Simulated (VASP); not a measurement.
# Mo (Im-3m) in VASP: settings compared, part 2 of 3

VASP 6.6.1. Earlier steps stand in the parts before.

### Step 3. Relaxation of cell and atoms, HF

Contents of POSCAR:

```
Mo
1.0
   -1.5838089719      1.5838089719      1.5838089719
    1.5838089719     -1.5838089719      1.5838089719
    1.5838089719      1.5838089719     -1.5838089719
Mo
1
Direct
    0.0000000000      0.0000000000      0.0000000000
```

Contents of INCAR.step1:

```
PREC = Accurate ; ENCUT = 500
EDIFF = 1E-5 ; ISMEAR = -1
SIGMA = 0.05 ; LREAL = False
LASPH = True ; NELM = 120
ALGO = Normal ; LWAVE = True
LCHARG = False ; GGA = PE
NBANDS = 13 ; GGA_COMPAT = False
IBRION = 2 ; ISIF = 3
EDIFFG = -0.005 ; NELMIN = 4
NSW = 100
```

Contents of INCAR.step2:

```
PREC = Accurate ; ENCUT = 500
EDIFF = 1E-7 ; ISMEAR = -1
SIGMA = 0.05 ; LREAL = False
LASPH = True ; NELM = 120
ALGO = Normal ; ISIF = 3
LWAVE = False ; LCHARG = False
GGA = PE ; LHFCALC = True
AEXX = 1.0 ; ALDAC = 0.0
AGGAC = 0.0 ; PRECFOCK = Normal
IBRION = 2 ; NSW = 60
EDIFFG = -0.01 ; ISTART = 1
GGA_COMPAT = False ; NELMIN = 4
```

Contents of KPOINTS:

```
regular mesh
0
Gamma
  6 6 6
```

Potentials or basis: VASP PAW PBE potentials, release 64 (Mo_sv).

Started as:

```sh
$ cat potpaw_PBE.64/Mo_sv/POTCAR > POTCAR
$ cp INCAR.step1 INCAR
$ mpirun -np 1 vasp_std > vasp.out
$ cp INCAR.step2 INCAR
$ mpirun -np 1 vasp_std > vasp.out
```

OUTCAR:

```text
PREC = Accurate
   ENCUT = 500
   EDIFF = 1E-7
   ISMEAR = -1
   LREAL = False
   LASPH = True
   NELM = 120
   ISIF = 3
   GGA = PE
   LHFCALC = True
   AEXX = 1.0
   PRECFOCK = Normal
   IBRION = 2
   NSW = 60
   EDIFFG = -0.01
   ISTART = 1
   NELMIN = 4

 ion  position               nearest neighbor table
   1  0.000  0.000  0.000-

  LATTYP: Found a body centered cubic cell.
 ALAT       =     3.1676179438

  Lattice vectors:

 A1 = (  -1.5838089719,   1.5838089719,   1.5838089719)
 A2 = (   1.5838089719,  -1.5838089719,   1.5838089719)
 A3 = (   1.5838089719,   1.5838089719,  -1.5838089719)

Analysis of symmetry for initial positions (statically):
=====================================================================
 Subroutine PRICEL returns:
 Original cell was already a primitive cell.

 Routine SETGRP: Setting up the symmetry group for a
 body centered cubic supercell.

 Subroutine GETGRP returns: Found 48 space group operations
 (whereof 48 operations were pure point group operations)
 out of a pool of 48 trial point group operations.

The static configuration has the point symmetry O_h .

Analysis of symmetry for dynamics (positions and initial velocities):
=====================================================================
 Subroutine PRICEL returns:
 Original cell was already a primitive cell.

 Routine SETGRP: Setting up the symmetry group for a
 body centered cubic supercell.

 Subroutine GETGRP returns: Found 48 space group operations
 (whereof 48 operations were pure point group operations)
 out of a pool of 48 trial point group operations.

The dynamic configuration has the point symmetry O_h .

 Subroutine INISYM returns: Found 48 space group operations
 (whereof 48 operations are pure point group operations),
 and found     1 'primitive' translations

----------------------------------------------------------------------------------------

                                     Primitive cell

  volume of cell :      15.8916

  direct lattice vectors                    reciprocal lattice vectors
    -1.583808972  1.583808972  1.583808972     0.000000000  0.315694638  0.315694638
     1.583808972 -1.583808972  1.583808972     0.315694638  0.000000000  0.315694638
     1.583808972  1.583808972 -1.583808972     0.315694638  0.315694638  0.000000000

  length of vectors
     2.743237609  2.743237609  2.743237609     0.446459639  0.446459639  0.446459639

  position of ions in fractional coordinates (direct lattice)
     0.000000000  0.000000000  0.000000000

  ion indices of the primitive-cell ions
   primitive index   ion index
                 1           1

----------------------------------------------------------------------------------------

 KPOINTS: regular mesh

Automatic generation of k-mesh.
 Grid dimensions read from file:
 generate k-points for:    6    6    6

 Generating k-lattice:

  Cartesian coordinates                     Fractional coordinates (reciprocal lattice)
     0.000000000  0.052615773  0.052615773     0.166666667  0.000000000  0.000000000
     0.052615773  0.000000000  0.052615773     0.000000000  0.166666667  0.000000000
     0.052615773  0.052615773  0.000000000     0.000000000  0.000000000  0.166666667

  Length of vectors
     0.074409940  0.074409940  0.074409940

  Shift w.r.t. Gamma in fractional coordinates (k-lattice)
     0.000000000  0.000000000  0.000000000

 Subroutine IBZKPT returns following result:
 ===========================================

 Found     16 irreducible k-points:

 Following reciprocal coordinates:
            Coordinates               Weight
  0.000000  0.000000  0.000000      1.000000
  0.166667  0.000000  0.000000     12.000000
  0.333333  0.000000  0.000000     12.000000
  0.500000  0.000000  0.000000      6.000000
  0.166667  0.166667  0.000000     24.000000
  0.333333  0.166667  0.000000     48.000000
[... 8 lines left out ...]
  0.500000  0.500000  0.333333     12.000000
  0.500000  0.500000  0.500000      1.000000
   k-points           NKPTS =     16   k-points in BZ     NKDIM =    216   number of bands    NBANDS=     11
   number of dos      NEDOS =    301   number of ions     NIONS =      1
   total plane-waves  NPLWV =   8000
   dimension x,y,z NGX =    20 NGY =   20 NGZ =   20
   dimension x,y,z NGXF=    40 NGYF=   40 NGZF=   40
   ions per type =               1
   NGX,Y,Z   is equivalent  to a cutoff of  12.12, 12.12, 12.12 a.u.
   NGXF,Y,Z  is equivalent  to a cutoff of  24.24, 24.24, 24.24 a.u.
 SYSTEM =  unknown system
   PREC   = accura    normal or accurate (medium, high low for compatibility)
   ISTART =      1    job   : 0-new  1-cont  2-samecut
   ICHARG =      0    charge: 1-file 2-atom 10-const
   ISPIN  =      1    spin polarized calculation?
   LNONCOLLINEAR =      F non collinear calculations
   LSORBIT =      F    spin-orbit coupling
   LASPH  =      T    aspherical Exc in radial PAW
   ENCUT  =  500.0 eV  36.75 Ry    6.06 a.u.   5.00  5.00  5.00*2*pi/ulx,y,z
   NELM   =    120;   NELMIN=  4; NELMDL=  0     # of ELM steps
   EDIFF  = 0.1E-06   stopping-criterion for ELM
   LREAL  =      F    real-space projection
   EDIFFG = -.1E-01   stopping-criterion for IOM
   NSW    =     60    number of steps for IOM
   IBRION =      2    ionic relax: 0-MD 1-quasi-New 2-CG
   NFREE  =      1    steps in history (QN), initial steepest desc. (CG)
   ISIF   =      3    stress and relaxation
   ISYM   =      3    0-nonsym 1-usesym 2-fastsym
   POTIM  = 0.5000    time-step for ionic-motion
   TEBEG  =    0.0;   TEEND  =   0.0 temperature during run
   PSTRESS=    0.0 pullay stress
   NELECT =      14.0000    total number of electrons
   NUPDOWN=      -1.0000    fix difference up-down
   EMIN   =  10.00;   EMAX   =-10.00  energy-range for DOS
   EFERMI =   0.00;   METHOD = LEGACY
   ISMEAR =    -1;   SIGMA  =   0.05  broadening in eV -4-tet -1-fermi 0-gaus
   EFERMI_NEDOS =   21; number of points for ismear=-14 and -15
   IALGO  =     38    algorithm
   IMIX   =      1    mixing-type and parameters
     AMIX     =   0.40;   BMIX     =  1.00
     AMIX_MAG =   1.60;   BMIX_MAG =  1.00
  volume/ion in A,a.u.               =      15.89       107.24
  Fermi-wavevector in a.u.,A,eV,Ry     =   1.569380  2.965698 33.510508  2.462953
  Thomas-Fermi vector in A             =   2.671271
   LORBIT       =      0    0 simple, 1 ext, 2 COOP (PROOUT), +10 PAW based schemes
   GGA     = PE    functional components
   LHFCALC =     T    Hartree Fock is set to
   PRECFOCK=normal    Normal, Fast or Accurate (Low or Medium for compatibility)
   ENCUT4O =  -1.0   cutoff for four orbital integrals eV
   NKREDX  =     1    reduce k-point grid by
   NKREDY  =     1    reduce k-point grid by
   NKREDZ  =     1    reduce k-point grid by
   AEXX    =    1.0000 exact exchange contribution
   HFSCREEN=    0.0000 screening length (either q_TF or 0.3 A-1)
   HFSCREENC=   0.0000 screening length for correlation (either q_TF or 0.3 A-1)
   ENCUTFOCK=  -1.0 apply spherical cutoff to Coloumb kernel
   IVDW    =     0    specifies the selected vdW correction
   LEPSILON=     F    determine dielectric tensor
   LRPA    =     F    only Hartree local field effects (RPA)
 conjugate gradient relaxation of ions
 non-spin polarized calculation
  energy-cutoff  :      500.00
  volume of cell :       15.89
 maximum number of plane-waves:       418
  NGX = 16; NGY = 16; NGZ = 16

--------------------------------------- Ionic step        1  -------------------------------------------

 number of electron      14.0000005 magnetization

 Free energy of the ion-electron system (eV)
  ---------------------------------------------------
  ext. energy  EPLUGINS =         0.00000000
  ---------------------------------------------------
  free energy    TOTEN  =       -21.41176652 eV

  energy without entropy =      -21.41176651  energy(sigma->0) =      -21.41176651

------------------------ aborting loop because EDIFF is reached ----------------------------------------

  FORCE on cell =-STRESS in cart. coord.  units (eV):
  Direction    XX          YY          ZZ          XY          YZ          ZX
  --------------------------------------------------------------------------------------
  -------------------------------------------------------------------------------------
  Total       -0.0515211     -0.0515211     -0.0515211      0.0000000     -0.0000000      0.0000000
  in kB       -5.1943039     -5.1943039     -5.1943039      0.0000000     -0.0000000      0.0000000
  external PRESSURE =      -5.1943039 kB  Pullay stress =       0.0000000 kB
[... 55 lines left out ...]
  energy  without entropy=      -21.4113193619  energy(sigma->0) =      -21.41131936

--------------------------------------- Ionic step        3  -------------------------------------------

 number of electron      14.0000005 magnetization

 Free energy of the ion-electron system (eV)
  ---------------------------------------------------
  ext. energy  EPLUGINS =         0.00000000
  ---------------------------------------------------
  free energy    TOTEN  =       -21.41181054 eV

  energy without entropy =      -21.41181053  energy(sigma->0) =      -21.41181054

 E-fermi :  14.1576     XC(G=0):   0.0000

 val. band max:       13.3136690008   @ k =  -0.1667   0.1667   0.1667
 cond. band min:      15.0023182496   @ k =   0.5000   0.0000   0.0000
 fundamental gap:      1.6886492488
 Fermi energy:        14.1576099669

 k-point     1 :       0.0000    0.0000    0.0000
  band No.  band energies     occupation
      1     -65.9593      2.00000
      2     -33.1258      2.00000
      3     -33.1258      2.00000
      4     -33.1258      2.00000
      5      -0.1219      2.00000
      6       9.0560      2.00000
      7       9.0560      2.00000
      8       9.0560      2.00000
      9      20.5890      0.00000
     10      20.5890      0.00000
     11      33.6015      0.00000
[... 236 lines left out ...]
  FREE ENERGIE OF THE ION-ELECTRON SYSTEM (eV)
  ---------------------------------------------------
  free  energy   TOTEN  =       -21.4118105384 eV

  energy  without entropy=      -21.4118105338  energy(sigma->0) =      -21.41181054

 reached required accuracy - stopping structural energy minimisation
```

Run time: 17 min. Hardware: 1 thread of Intel Xeon 6975P-C (Granite Rapids), shared host; peak memory 0.14 GiB.

What came out:

| Item | Value |
| --- | --- |
| Free energy | -21.4118 eV |
| Relaxed volume | 15.86 Å³/atom |
| Relaxed cell | a = 2.742 Å, b = 2.742 Å, c = 2.742 Å, α = 109.47°, β = 109.47°, γ = 109.47° |
| Space group after relaxing (to 0.1 Å) | Im-3m (No. 229) |
| Energy gained by relaxing | 0.0 meV/atom |
| Ionic steps | 3 |
| Pressure after relaxing | 0.0 GPa |
| Band gap on the k mesh | zero (bands 7 and 8 overlap by 12.61 eV) |

Final structure:
```cif
data_structure
_symmetry_space_group_name_H-M 'P 1'
_symmetry_Int_Tables_number 1
_cell_length_a 2.7417
_cell_length_b 2.7417
_cell_length_c 2.7417
_cell_angle_alpha 109.471
_cell_angle_beta 109.471
_cell_angle_gamma 109.471
_cell_volume 15.86
loop_
_atom_site_label
_atom_site_type_symbol
_atom_site_fract_x
_atom_site_fract_y
_atom_site_fract_z
_atom_site_occupancy
Mo1 Mo 0.00000 0.00000 0.00000 1
```

Caveat: the k points lie up to 0.47 Å⁻¹ apart in the final cell, too coarse for converged energies and pressures of a metal; the PAW data sets were made with another functional, which shifts forces and pressure a little.

### Step 4. Single point, LDA+U

This run uses another cell than the first one, of 15.31 Å³/atom.

Contents of INCAR:

```
SYSTEM = Mo
ALGO = Normal ; EDIFF = 1E-6
ENCUT = 520 ; ISIF = 2
ISMEAR = -1 ; LASPH = .True.
LCHARG = .False. ; LDAU = .True.
LDAUJ = 0 ; LDAUL = 2
LDAUPRINT = 1 ; LDAUTYPE = 2
LDAUU = 5.3 ; LMAXMIX = 4
LREAL = .False. ; LWAVE = .False.
NBANDS = 13 ; NELM = 150
PREC = Accurate ; SIGMA = 0.05
```

Contents of KPOINTS:

```
k-points
0
Gamma
  12 12 12
  0 0 0
```

Contents of POSCAR:

```
Mo
1.0
   -1.5642570849      1.5642570849      1.5642570849
    1.5642570849     -1.5642570849      1.5642570849
    1.5642570849      1.5642570849     -1.5642570849
Mo
1
Direct
    0.0000000000      0.0000000000      0.0000000000
```

Potentials or basis: VASP PAW LDA potentials, release 64 (Mo_sv).

Started as:

```sh
$ cat potpaw_LDA.64/Mo_sv/POTCAR > POTCAR
$ mpirun -np 1 vasp_std > vasp.out
```

It took 19 s on 1 thread of Intel Xeon 8259CL, shared host; peak memory 0.12 GiB.

Results (log left out):

- Free energy: -5.9965 eV
- Pressure: 8.9 GPa
- Band gap on the k mesh: zero (bands 7 and 8 overlap by 5.52 eV)

Levels at points of the mesh, in eV from the Fermi level:
| k point | band 3 | band 4 | band 5 | band 6 | band 7 | band 8 | band 9 | band 10 | band 11 | band 12 |
| --- | --- | --- | --- | --- | --- | --- | --- | --- | --- | --- |
| (0.00, 0.00, 0.00) | -34.79 | -34.79 | -7.66 | -1.70 | -1.70 | -1.70 | 2.35 | 2.35 | 14.49 | 14.49 |
| (0.50, 0.00, 0.00) | -35.27 | -34.81 | -5.53 | -3.79 | 1.38 | 2.12 | 3.10 | 4.62 | 11.64 | 11.68 |
| (0.50, 0.50, 0.50) | -35.83 | -35.83 | -5.07 | -5.07 | 3.82 | 3.82 | 3.82 | 8.85 | 8.85 | 8.85 |

Eigenvalues of the final occupation matrices:
```tsv
site	spin	trace	eigenvalues
site 1 d	1	1.96	0.26 0.26 0.48 0.48 0.48
site 1 d	2	1.96	0.26 0.26 0.48 0.48 0.48
```

Caveat: the cell stands under pressure; U without spin polarisation on a metal has little footing; the U is typed as a test and isn't derived for this compound.

[end of part 2 of 3]
